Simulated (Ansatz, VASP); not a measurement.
**Au in VASP and in Ansatz**

The input INCAR:

```
SYSTEM = Au
AGGAC = 1.0
AGGAX = 1.0
ALDAC = 0.0
ALDAX = 1.0
ALGO = Normal
EDIFF = 1E-6
ENCUT = 520
GGA = B5
ISIF = 2
ISMEAR = -1
LASPH = .TRUE.
LCHARG = .FALSE.
LREAL = .FALSE.
LWAVE = .FALSE.
NBANDS = 12
NELM = 80
PREC = Accurate
SIGMA = 0.1
```

File KPOINTS:

```
k-points
0
G
  13 13 13
  0 0 0
```

File POSCAR:

```
Au
1.0
    2.7387017512      0.0000000000      0.0000000000
    0.0000000000      2.7387017512      0.0000000000
    0.0000000000      0.0000000000      2.7387017512
Au
1
Direct
    0.0000000000      0.0000000000      0.0000000000
```

Input for Ansatz:

```yaml
crystal:
  lattice:
    - [2.7387017512, 0.0, 0.0]
    - [0.0, 2.7387017512, 0.0]
    - [0.0, 0.0, 2.7387017512]
  atoms:
    - { symbol: Au, position: [0.0, 0.0, 0.0] }
hamiltonian:
  xc: blyp
  pseudopotentials:
    kind: paw
    azcp:
      Au: "pseudopotentials/Au.paw.azcp"
basis:
  ecutwfc: 420
  fft_grid_basis: typed
kpoints:
  mp_grid: { grid: [13, 13, 13], shift: [0, 0, 0] }
magnetization:
  spin_polarized: false
scf:
  occupations: { method: fermi_dirac, width: 0.1 }
  lower_state_search: "off"
output:
  stress: true
```

Alike in both runs: task single point; functional BLYP; k mesh 13 × 13 × 13; occupations fermi-dirac, width 0.1 eV; no spin polarisation.

|  | VASP | Ansatz |
| --- | --- | --- |
| version | VASP 6.6.1 | Ansatz 0.2.0 |
| potentials or method | VASP PAW PBE potentials, release 64 (Au), cutoff 520 eV | plane waves (420 eV) with PAW, scalar-relativistic |
| valence electrons in the cell | 11 | 19 |

Ansatz gave:

| Property | Result |
| --- | --- |
| pressure (GPa) | 8.7 |

**Question.** Estimate VASP's values.

**Answer.** Pressure (GPa): 9.3.

VASP's potentials were made for PBE, not for BLYP. With one functional, cell and mesh, what is left measures potentials, basis and numerics. VASP's potentials hold 11 valence electrons a cell and Ansatz's 19, so a difference there can come from the potentials and not from the codes.

Spin-orbit coupling is off throughout.
